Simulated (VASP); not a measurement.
# NbP (P6_3/mmc) in VASP: a series of runs, part 2 of 2

VASP 6.6.1.

## (4) Single point, PBE

This run uses another cell than the first one, of 15.99 Å³/atom, 1.042 times its volume.

The input, INCAR:

```
SYSTEM = NbP
  PREC = Accurate
  ENCUT = 500
  EDIFF = 1E-6
  ISMEAR = 0
  SIGMA = 0.05
  LREAL = .FALSE.
  LASPH = .TRUE.
  NELM = 120
  ALGO = Normal
  ISIF = 2
  LWAVE = .FALSE.
  LCHARG = .FALSE.
  GGA = PE
  NBANDS = 26
  GGA_COMPAT = .FALSE.
```

The input, KPOINTS:

```
Automatic mesh
0
G
  10 10 8
  0 0 0
```

The input, POSCAR:

```
NbP
1.0
    3.3162886790      0.0000000000      0.0000000000
   -1.6581443395      2.8719902423      0.0000000000
    0.0000000000      0.0000000000      6.7163979592
Nb P
2 2
Direct
    0.0000000000      0.0000000000      0.0000000000
    0.0000000000      0.0000000000      0.5000000000
    0.3333333333      0.6666666667      0.2500000000
    0.6666666667      0.3333333333      0.7500000000
```

Potentials or basis: VASP PAW PBE potentials, release 64 (Nb_sv, P).

On the command line:

```
cat potpaw_PBE.64/Nb_sv/POTCAR potpaw_PBE.64/P/POTCAR > POTCAR
mpirun -np 1 vasp_std > vasp.out
```

OUTCAR:

```text
SYSTEM = NbP
   PREC = Accurate
   ENCUT = 500
   EDIFF = 1E-6
   ISMEAR = 0
   LREAL = .FALSE.
   LASPH = .TRUE.
   NELM = 120
   ISIF = 2
   GGA = PE

 ion  position               nearest neighbor table
   1  0.000  0.000  0.000-   3 2.55   4 2.55   4 2.55   3 2.55   4 2.55   3 2.55
   2  0.000  0.000  0.500-   3 2.55   4 2.55   4 2.55   3 2.55   4 2.55   3 2.55
   3  0.333  0.667  0.250-   1 2.55   2 2.55   1 2.55   2 2.55   1 2.55   2 2.55
   4  0.667  0.333  0.750-   1 2.55   2 2.55   1 2.55   2 2.55   1 2.55   2 2.55

  LATTYP: Found a hexagonal cell.
 ALAT       =     3.3162886790
 C/A-ratio  =     2.0252754236

  Lattice vectors:

 A1 = (   3.3162886790,   0.0000000000,   0.0000000000)
 A2 = (  -1.6581443395,   2.8719902423,   0.0000000000)
 A3 = (   0.0000000000,   0.0000000000,   6.7163979592)

Analysis of symmetry for initial positions (statically):
=====================================================================
 Subroutine PRICEL returns:
 Original cell was already a primitive cell.

 Routine SETGRP: Setting up the symmetry group for a
 hexagonal supercell.

 Subroutine GETGRP returns: Found 24 space group operations
[... 171 lines left out ...]
 E-fermi :  10.7094     XC(G=0): -12.0211

 val. band max:       10.7063608966   @ k =   0.1000   0.0000   0.2500
 cond. band min:      10.7171986270   @ k =   0.1000   0.0000   0.2500
 fundamental gap:      0.0108377304
 Fermi energy:        10.7094047611

 k-point     1 :       0.0000    0.0000    0.0000
  band No.  band energies     occupation
      1     -44.2271      2.00000
      2     -44.2093      2.00000
      3     -20.5304      2.00000
      4     -20.2476      2.00000
      5     -20.1457      2.00000
      6     -20.1457      2.00000
[... 685 lines left out ...]
     25      15.9718      0.00000
     26      16.5500      0.00000

 [... further k-points ...]

------------------------ aborting loop because EDIFF is reached ----------------------------------------

  FORCE on cell =-STRESS in cart. coord.  units (eV):
  Direction    XX          YY          ZZ          XY          YZ          ZX
  --------------------------------------------------------------------------------------
  -------------------------------------------------------------------------------------
  Total       -0.1533725     -0.1533725     -0.1815440      0.0000000     -0.0000000      0.0000000
  in kB       -3.8413726     -3.8413726     -4.5469566      0.0000000     -0.0000000      0.0000000
  external PRESSURE =      -4.0765673 kB  Pullay stress =       0.0000000 kB

 VOLUME and BASIS-vectors are now :
 -----------------------------------------------------------------------------
  energy-cutoff  :      500.00
  volume of cell :       63.97
      direct lattice vectors                 reciprocal lattice vectors
     3.316288679  0.000000000  0.000000000     0.301541903  0.174095299  0.000000000
    -1.658144339  2.871990242  0.000000000     0.000000000  0.348190598  0.000000000
     0.000000000  0.000000000  6.716397959     0.000000000  0.000000000  0.148889331

 POSITION                                       TOTAL-FORCE (eV/Angst)
 -----------------------------------------------------------------------------------
      0.00000      0.00000      0.00000        -0.000000      0.000000      0.000000
      0.00000      0.00000      3.35820        -0.000000      0.000000      0.000000
     -0.00000      1.91466      1.67910        -0.000000      0.000000      0.000000
      1.65814      0.95733      5.03730         0.000000     -0.000000     -0.000000
 -----------------------------------------------------------------------------------
    total drift:                               -0.000000      0.000000      0.000000

  FREE ENERGIE OF THE ION-ELECTRON SYSTEM (eV)
  ---------------------------------------------------
  free  energy   TOTEN  =       -35.0831396396 eV

  energy  without entropy=      -35.0793720437  energy(sigma->0) =      -35.08125584
```

OSZICAR:

```text
N       E                     dE             d eps       ncg     rms          rms(c)
DAV:   1     0.339921474441E+03    0.33992E+03   -0.18528E+04  3640   0.134E+03
DAV:   2    -0.113990088553E+02   -0.35132E+03   -0.34113E+03  4374   0.488E+02
DAV:   3    -0.360216790576E+02   -0.24623E+02   -0.24104E+02  6656   0.101E+02
DAV:   4    -0.373976924388E+02   -0.13760E+01   -0.13670E+01  5448   0.187E+01
DAV:   5    -0.374473200611E+02   -0.49628E-01   -0.49574E-01  6140   0.400E+00    0.128E+01
DAV:   6    -0.350762881819E+02    0.23710E+01   -0.91353E+00  5488   0.198E+01    0.474E+00
DAV:   7    -0.350857940289E+02   -0.95058E-02   -0.62094E-01  5398   0.441E+00    0.305E+00
DAV:   8    -0.350829589312E+02    0.28351E-02   -0.84783E-02  5790   0.183E+00    0.530E-01
DAV:   9    -0.350827653930E+02    0.19354E-03   -0.64294E-03  5636   0.443E-01    0.323E-01
DAV:  10    -0.350831760065E+02   -0.41061E-03   -0.20099E-03  4394   0.422E-01    0.800E-02
DAV:  11    -0.350831440928E+02    0.31914E-04   -0.12786E-04  5776   0.101E-01    0.224E-02
DAV:  12    -0.350831416142E+02    0.24786E-05   -0.57624E-06  4886   0.230E-02    0.113E-02
DAV:  13    -0.350831399740E+02    0.16403E-05   -0.10767E-06  2662   0.102E-02    0.359E-03
DAV:  14    -0.350831396396E+02    0.33436E-06   -0.35563E-07  2556   0.732E-03
   1 F= -.35083140E+02 E0= -.35081256E+02  d E =-.376760E-02
```

Wall time 57 s (1 thread of AMD EPYC 9R45 (Zen 5), shared host); peak memory 0.2 GiB.

What came out:

| Property | Result |
| --- | --- |
| Free energy | -35.0831 eV |
| Pressure | -0.4 GPa |
| Band gap on the k mesh | zero (band 18 reaches 11.00 eV, above the bottom of band 19 at 10.51 eV) |

## (5) Overview

```tsv
cell	gap on the mesh (eV)	pressure (GPa)
a = 3.255, b = 3.255, c = 6.693 Å, angles 90.0, 90.0, 120.0°, 4 atoms	none	7.3
a = 3.286, b = 3.286, c = 6.706 Å, angles 90.0, 90.0, 120.0°, 4 atoms	none	3.3
a = 3.316, b = 3.316, c = 6.716 Å, angles 90.0, 90.0, 120.0°, 4 atoms	none	-0.4
```

Alike in all rows: task single point; level PBE; potentials or basis VASP PAW PBE potentials, release 64 (Nb_sv, P); no spin polarisation; k mesh 10 × 10 × 8; cutoff (eV) 500; smearing gaussian 0.05 eV.

Absolute energies hang on the potentials; compare differences alone.
